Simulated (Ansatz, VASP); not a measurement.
Two plane-wave programs on ZnS

Contents of INCAR:

```
SYSTEM = ZnS
PREC     = Accurate       ! precision mode
ENCUT    = 520            ! plane-wave cutoff, eV
EDIFF    = 1E-6           ! SCF threshold, eV
ISMEAR   = 0              ! smearing method
SIGMA    = 0.05           ! smearing width, eV
LREAL    = .False.        ! projectors in reciprocal space
LASPH    = .True.         ! aspherical terms in the spheres
NELM     = 100            ! most SCF steps
ALGO     = Normal         ! electronic algorithm
ISIF     = 2              ! what is computed and relaxed
LWAVE    = .False.        ! write WAVECAR
LCHARG   = .False.        ! write CHGCAR
GGA      = PS             ! functional
NBANDS   = 16             ! bands
```

File KPOINTS:

```
regular mesh
0
Gamma
  10 10 10
  0 0 0
```

Contents of POSCAR:

```
ZnS
1.0
    0.0000000000      2.6782590749      3.0296466655
    2.6782590749      0.0000000000      3.0296466655
    2.6782590749      2.6782590749      0.0000000000
Zn S
1 1
Direct
    0.0000000000      0.0000000000      0.0000000000
    0.7500000000      0.7500000000      0.7500000000
```

Input for Ansatz:

```yaml
crystal:
  lattice:
    - [0.0, 2.6782590749, 3.0296466655]
    - [2.6782590749, 0.0, 3.0296466655]
    - [2.6782590749, 2.6782590749, 0.0]
  atoms:
    - { symbol: Zn, position: [0.0, 0.0, 0.0] }
    - { symbol: S, position: [0.75, 0.75, 0.75] }
basis:
  ecutwfc: 420
kpoints:
  mp_grid: { grid: [10, 10, 10] }
hamiltonian:
  xc: pbesol
scf:
  occupations: { method: gaussian, width: 0.05 }
output:
  forces: true
  stress: true
  eigenvalues: true
```

Change from the starting cell: strain +0.1312 x Voigt [0, 0, 1, 0, 0, 0], atoms carried along.

Alike in both runs: task single point; functional PBEsol; k mesh 10 × 10 × 10; occupations gaussian, width 0.05 eV; no spin polarisation.

|  | VASP | Ansatz |
| --- | --- | --- |
| version | VASP 6.6.1 | Ansatz 0.2.0 |
| potentials or method | VASP PAW PBE potentials, release 64 (Zn, S), cutoff 520 eV | scalar-relativistic, plane waves, PAW |
| valence electrons in the cell | 18 | 18 |

|  | VASP | Ansatz | Ansatz less VASP |
| --- | --- | --- | --- |
| gap on the k mesh at the Fermi level (eV) | 1.34 | 1.33 | -0.001 |
| least direct gap on the mesh (eV) | 1.34 | 1.33 | -0.001 |
| pressure (GPa) | -7.5 | -7.6 | -0.16 |
| traceless stress, the component that is largest in VASP (GPa) | -4.35 | -4.37 | -0.021 |

VASP's potentials were made for PBE, not for PBEsol.
